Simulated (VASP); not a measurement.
Pb, 1 atom in the cell. The structure is cubic, space group Fm-3m (No. 225). Conventional cell: a = 4.990 Å, b = 4.990 Å, c = 4.990 Å, α = 90.00°, β = 90.00°, γ = 90.00°. Pb (site symmetry m-3m) has 12 Pb at 3.53 Å within 4.6 Å. 

```yaml
Program: VASP 6.6.1
Task: electric field gradients
Functional: LDA
Potentials_or_basis: VASP PAW LDA potentials, release 64 (Pb_d)
Cutoff: 520 eV
k_mesh: 13 × 13 × 13
Occupations: fermi-dirac, width 0.05 eV
Spin: no spin polarisation
Dipole_correction: no
Further_INCAR_settings: ALGO = Normal; EDIFF = 1e-08; NBANDS = 13
```

Potentials or basis: VASP PAW LDA potentials, release 64 (Pb_d).

Command:

```sh
$ cat potpaw_LDA.64/Pb_d/POTCAR > POTCAR
$ mpirun -np 1 vasp_std > vasp.out
```

Hardware: 1 thread of Intel Xeon 6975P-C (shared host).

Estimate the wall time of this run.

It took 22 s on 1 thread of Intel Xeon 6975P-C, with other jobs on the host, peak memory 0.16 GiB. Counts: scf iterations 11, k points 84.
